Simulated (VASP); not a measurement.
Wanted: the native input for a VASP 6.6.1 run.

| Item | Value |
| --- | --- |
| Task | single point |
| Functional | PBE |
| Dispersion | D3(BJ) |
| Potentials or basis | VASP PAW PBE potentials, release 64 (Zr_sv, B) |
| Cutoff | 520 eV |
| k mesh | 10 × 10 × 8 |
| Occupations | fermi-dirac, width 0.05 eV |
| Spin | no spin polarisation |
| Dipole correction | no |
| Further INCAR settings | ALGO = Normal; EDIFF = 1e-07; NBANDS = 16 |

The structure of ZrB2 lies in POSCAR:

```
ZrB2
1.0
    3.1271569103      0.0000000000      0.0000000000
   -1.5635784551      2.7081973259      0.0000000000
    0.0000000000      0.0000000000      3.4852509034
Zr B
1 2
Direct
    0.0000000000      0.0000000000      0.0000000000
    0.6666666667      0.3333333333      0.5000000000
    0.3333333333      0.6666666667      0.5000000000
```

These files were run (other wordings do the same):

INCAR

```
SYSTEM = ZrB2
PREC = Accurate ; ENCUT = 520
EDIFF = 1E-7 ; ISMEAR = -1
SIGMA = 0.05 ; LREAL = .FALSE.
LASPH = .TRUE. ; NELM = 100
ALGO = Normal ; ISIF = 2
LWAVE = .FALSE. ; LCHARG = .TRUE.
GGA = PE ; IVDW = 12
LELF = .TRUE. ; LVHAR = .TRUE.
NBANDS = 16
```

KPOINTS

```
Automatic mesh
0
G
  10 10 8
  0 0 0
```

Potentials or basis: VASP PAW PBE potentials, release 64 (Zr_sv, B).

Run with:

```console
$ cat potpaw_PBE.64/Zr_sv/POTCAR potpaw_PBE.64/B/POTCAR > POTCAR
$ mpirun -np 1 vasp_std > vasp.out
```

It gave:

| Item | Value |
| --- | --- |
| Pressure | 4.9 GPa |
| Band gap on the k mesh | zero (band 9 reaches 11.59 eV, above the bottom of band 10 at 10.73 eV) |
| Dispersion energy per atom | -0.407 eV |

Caveat: pairwise dispersion overbinds metals, which lowers pressure and volume.

Run time: 47 s on 1 thread of Intel Xeon 6975P-C (shared host), peak memory 0.18 GiB.
